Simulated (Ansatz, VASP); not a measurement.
# Two plane-wave programs on SiC

Contents of INCAR:

```
PREC = Accurate
ENCUT = 520
EDIFF = 1E-6
ISMEAR = 0
SIGMA = 0.05
LREAL = False
LASPH = True
NELM = 80
ALGO = Normal
ISIF = 2
LWAVE = False
LCHARG = False
GGA = PS
NBANDS = 11
```

File KPOINTS:

```
Automatic mesh
0
Gamma
  12 12 12
```

Contents of POSCAR:

```
SiC
1.0
    0.0000000000      2.3081057263      2.3081057263
    2.3081057263      0.0000000000      2.3081057263
    2.2182434767      2.2182434767      0.0898622496
Si C
1 1
Direct
    0.0000000000      0.0000000000      0.0000000000
    0.7500000000      0.7500000000      0.7500000000
```

Input for Ansatz:

```yaml
crystal:
  lattice:
    - [0.0, 2.3081057263, 2.3081057263]
    - [2.3081057263, 0.0, 2.3081057263]
    - [2.2182434767, 2.2182434767, 0.0898622496]
  atoms:
    - { symbol: Si, position: [0.0, 0.0, 0.0] }
    - { symbol: C, position: [0.75, 0.75, 0.75] }
basis:
  ecutwfc: 520.0
kpoints:
  mp_grid: { grid: [12, 12, 12] }
hamiltonian:
  xc: pbesol
  pseudopotentials: { kind: paw, azcp: { folder: soft_1 } }
scf:
  occupations: { method: gaussian, width: 0.05 }
output:
  forces: true
  stress: true
  eigenvalues: true
```

Alike in both runs: task single point; functional PBEsol; k mesh 12 × 12 × 12; occupations gaussian, width 0.05 eV; no spin polarisation.

|  | VASP | Ansatz |
| --- | --- | --- |
| version | VASP 6.6.1 | Ansatz 0.2.0 |
| potentials or method | VASP PAW PBE potentials, release 64 (Si, C), cutoff 520 eV | scalar-relativistic, plane waves, PAW |
| valence electrons in the cell | 8 | 8 |

Ansatz gave:

- gap on the k mesh at the Fermi level (eV): 1.15
- least direct gap on the mesh (eV): 3.96
- pressure (GPa): -19.2
- traceless stress, the component that is largest in VASP (GPa): 8.36
- rms of the force components (eV/Å): 0.218

Question: What did VASP give for the same quantities?

Answer: gap on the k mesh at the Fermi level (eV): 1.13; least direct gap on the mesh (eV): 3.95; pressure (GPa): -18.9; traceless stress, the component that is largest in VASP (GPa): 8.42; rms of the force components (eV/Å): 0.224.

VASP's potentials were made for PBE, not for PBEsol, and Ansatz warns of the same on its side. Atom by atom the forces differ by 0.005 eV/Å (rms over components).
